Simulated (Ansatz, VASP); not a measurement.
**One calculation of Si3C2, two programs**

```
CELL_PARAMETERS angstrom
4.01326 0.00000 0.00000
0.00000 4.01326 0.00000
0.00000 0.00000 4.01326
ATOMIC_POSITIONS crystal
Si 0.50000 0.00000 0.00000
Si 0.00000 0.50000 0.00000
Si 0.00000 0.00000 0.50000
C 0.50000 0.50000 0.50000
C 0.00000 0.00000 0.00000
```

Change from the starting cell: species swapped into the Tl2F3 type (Pm-3m, No. 221).

Alike in both runs: task relaxation of cell and atoms; functional PBE; k mesh 10 × 10 × 10; occupations gaussian, width 0.1 eV; no spin polarisation.

```csv
,VASP,Ansatz
version,VASP 6.6.1,Ansatz 0.2.0
potentials or method,"VASP PAW PBE potentials, release 64 (Si, C), cutoff 600 eV","scalar-relativistic, plane waves, PAW"
valence electrons in the cell,20,20
```

|  | VASP | Ansatz | Ansatz less VASP |
| --- | --- | --- | --- |
| gap on the k mesh at the Fermi level, each at its own relaxed structure (eV) | none | none | - |
| relaxed volume (Å³/atom) | 12.50 | 12.50 | +0.005 |
| relaxed cell length with the largest relative difference (Å) | 3.968 | 3.969 | +0.0005 |

A gap of «none» marks a metal or a gap that the smearing closes.
